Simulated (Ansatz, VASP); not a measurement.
**One calculation of Au, two programs**

```xyz
1
Lattice="0.0000 2.0148 2.0455 2.0148 0.0000 2.0455 2.0148 2.0148 0.0000" Properties=species:S:1:pos:R:3 pbc="T T T"
Au    0.0000    0.0000    0.0000
```

Change from the starting cell: strain -0.015 along x and y, +0.000 along z, atoms carried along.

Alike in both runs: task single point; functional r2SCAN; k mesh 20 × 20 × 20; no spin polarisation.

```csv
,VASP,Ansatz
version,VASP 6.6.1,Ansatz 0.2.0
potentials or method,"VASP PAW PBE potentials, release 64 (Au), cutoff 520 eV","scalar-relativistic, plane waves, PAW"
occupations,"methfessel-paxton of order 1, width 0.4 eV","cold, width 0.4 eV"
valence electrons in the cell,11,19
```

```tsv
	VASP	Ansatz	Ansatz less VASP
gap on the k mesh at the Fermi level (eV)	none	none	-
pressure (GPa)	10.3	9.9	-0.44
traceless stress, the component that is largest in VASP (GPa)	-0.37	-0.28	+0.096
```

VASP's potentials were made for PBE, not for r2SCAN. A gap of «none» marks a metal or a gap that the smearing closes. VASP's potentials hold 11 valence electrons a cell and Ansatz's 19, so a difference there can come from the potentials and not from the codes.

Neither program's run includes spin-orbit coupling.
